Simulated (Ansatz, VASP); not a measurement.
**La: VASP beside Ansatz**

```xyz
2
Lattice="3.7541 0.0000 0.0000 -1.8770 3.2511 0.0000 0.0000 0.0000 6.0136" Properties=species:S:1:pos:R:3 pbc="T T T"
La    0.0000    2.1674    1.5034
La    1.8770    1.0837    4.5102
```

Alike in both runs: task single point; functional RPBE; k mesh 11 × 11 × 6; occupations fermi-dirac, width 0.1 eV; no spin polarisation.

```csv
,VASP,Ansatz
version,VASP 6.6.1,Ansatz 0.2.0
potentials or method,"VASP PAW PBE potentials, release 64 (La), cutoff 520 eV","plane waves (420 eV) with PAW, scalar-relativistic"
valence electrons in the cell,22,22
```

Ansatz gave:

| Property | Result |
| --- | --- |
| pressure (GPa) | 2.1 |
| traceless stress, the component that is largest in VASP (GPa) | 0.11 |

Q: What did VASP give for the same quantities?

A: Pressure (GPa): 2.2; traceless stress, the component that is largest in VASP (GPa): 0.12.

VASP's potentials were made for PBE, not for RPBE.

Spin-orbit coupling is off throughout.
